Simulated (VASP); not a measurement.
Wanted: the native input for a VASP 6.6.1 run.

| Quantity | Value |
| --- | --- |
| Task | single point |
| Functional | r2SCAN |
| Potentials or basis | VASP PAW PBE potentials, release 64 (Na_pv, F) |
| Cutoff | 520 eV |
| k mesh | 6 × 6 × 6 |
| Occupations | gaussian, width 0.01 eV |
| Spin | no spin polarisation |
| Dipole correction | no |
| Further INCAR settings | ALGO = Normal; EDIFF = 1e-06; NBANDS = 22 |

Crystal: NaF.

```
CELL_PARAMETERS angstrom
3.94393 0.00000 0.00000
-1.97197 3.41554 0.00000
0.00000 0.00000 4.64068
ATOMIC_POSITIONS crystal
Na 0.33333 0.66667 0.25000
Na 0.66667 0.33333 0.75000
F 0.66667 0.33333 0.25000
F 0.33333 0.66667 0.75000
```

This cell differs from its parent crystal: volume changed by +6%.

One way to write it, as run:

POSCAR

```
NaF
1.0
    3.9439305712      0.0000000000      0.0000000000
   -1.9719652856      3.4155440654      0.0000000000
    0.0000000000      0.0000000000      4.6406777448
Na F
2 2
Direct
    0.3333333333      0.6666666667      0.2500000000
    0.6666666667      0.3333333333      0.7500000000
    0.6666666667      0.3333333333      0.2500000000
    0.3333333333      0.6666666667      0.7500000000
```

INCAR.step1

```
SYSTEM = NaF
  PREC = Accurate
  ENCUT = 520
  ISMEAR = 0
  SIGMA = 0.01
  LREAL = .FALSE.
  LASPH = .TRUE.
  NELM = 60
  NBANDS = 22
  GGA = PE
  ALGO = Normal
  EDIFF = 1E-4
  LWAVE = .TRUE.
  LCHARG = .FALSE.
```

INCAR.step2

```
SYSTEM = NaF
  PREC = Accurate
  ENCUT = 520
  EDIFF = 1E-6
  ISMEAR = 0
  SIGMA = 0.01
  LREAL = .FALSE.
  LASPH = .TRUE.
  NELM = 60
  ALGO = Normal
  ISIF = 2
  LWAVE = .FALSE.
  LCHARG = .TRUE.
  METAGGA = R2SCAN
  LMIXTAU = .TRUE.
  LELF = .TRUE.
  LVHAR = .TRUE.
  NBANDS = 22
  ISTART = 1
```

KPOINTS

```
regular mesh
0
G
  6 6 6
  0 0 0
```

Potentials or basis: VASP PAW PBE potentials, release 64 (Na_pv, F).

Command:

```sh
$ cat potpaw_PBE.64/Na_pv/POTCAR potpaw_PBE.64/F/POTCAR > POTCAR
$ cp INCAR.step1 INCAR
$ mpirun -np 1 vasp_std > vasp.out
$ cp INCAR.step2 INCAR
$ mpirun -np 1 vasp_std > vasp.out
```

Results of the run:

* Pressure: -2.6 GPa
* Band gap on the k mesh: 6.17 eV, direct

Caveat: the PAW data sets were made with another functional, which shifts forces and pressure a little.

It took 120 s on 1 thread of Intel(R) Xeon(R) Platinum 8375C CPU @ 2.90GHz (Ice Lake), on a shared host, peak memory 0.19 GiB.
